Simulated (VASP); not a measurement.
A run of VASP 6.6.1:

The input INCAR:

```
SYSTEM = Sb2Te3O2
PREC = Accurate ; ENCUT = 520
EDIFF = 1E-6 ; ISMEAR = 0
SIGMA = 0.15 ; LREAL = .False.
LASPH = .True. ; NELM = 60
ALGO = Normal ; ISIF = 2
LWAVE = .False. ; LCHARG = .False.
GGA = PE ; NBANDS = 29
```

The input KPOINTS:

```
Automatic mesh
0
Gamma
  3 3 2
  0 0 0
```

POSCAR

```
Sb2Te3O2
1.0
    5.9591480070      0.0000000000      0.0000000000
    0.0000000000      5.9591480070      0.0000000000
    0.0000000000      0.0000000000      9.9102847014
Sb Te O
2 3 2
Direct
    0.5000000000      0.5000000000      0.1719510822
    0.5000000000      0.5000000000      0.8280489178
    0.0000000000      0.5000000000      0.9453917055
    0.5000000000      0.0000000000      0.0546082945
    0.0000000000      0.0000000000      0.0000000000
    0.5000000000      0.5000000000      0.3557705049
    0.5000000000      0.5000000000      0.6442294951
```

Potentials or basis: VASP PAW PBE potentials, release 64 (Sb, Te, O).

Run with:

```bash
$ cat potpaw_PBE.64/Sb/POTCAR potpaw_PBE.64/Te/POTCAR potpaw_PBE.64/O/POTCAR > POTCAR
$ mpirun -np 1 vasp_std > vasp.out
```

Hardware: 1 thread of Intel(R) Xeon(R) Platinum 8375C CPU @ 2.90GHz (Ice Lake), with other jobs on the host.

How long does it take, and how much memory?

Wall time 2.3 min on 1 thread of Intel(R) Xeon(R) Platinum 8375C CPU @ 2.90GHz (Ice Lake), with other jobs on the host, peak memory 0.47 GiB. Counts: scf iterations 19, k points 6.
